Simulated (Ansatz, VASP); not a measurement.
**KI in VASP and in Ansatz**

```
K I
1.0
     0.00000    3.38357    3.66553
     3.38357    0.00000    3.66553
     3.38357    3.38357    0.00000
K I
1 1
Cartesian
  0.0000 0.0000 0.0000
  3.3836 3.3836 3.6655
```

Change from the starting cell: strain -0.040 along x and y, +0.040 along z, atoms carried along.

Alike in both runs: task single point; functional PBEsol; k mesh 6 × 6 × 6; occupations gaussian, width 0.05 eV; no spin polarisation.

|  | VASP | Ansatz |
| --- | --- | --- |
| version | VASP 6.6.1 | Ansatz 0.2.0 |
| potentials or method | VASP PAW PBE potentials, release 64 (K_sv, I), cutoff 520 eV | scalar-relativistic, plane waves, PAW |
| valence electrons in the cell | 16 | 26 |

|  | VASP | Ansatz | Ansatz less VASP |
| --- | --- | --- | --- |
| gap on the k mesh at the Fermi level (eV) | 3.89 | 3.90 | +0.005 |
| least direct gap on the mesh (eV) | 3.89 | 3.90 | +0.005 |
| pressure (GPa) | 0.6 | 0.6 | -0.05 |
| traceless stress, the component that is largest in VASP (GPa) | -1.41 | -1.39 | +0.023 |

VASP's potentials were made for PBE, not for PBEsol. With one functional, cell and mesh, what is left measures potentials, basis and numerics. VASP's potentials hold 16 valence electrons a cell and Ansatz's 26, so a difference there can come from the potentials and not from the codes.

Spin-orbit coupling is off throughout.
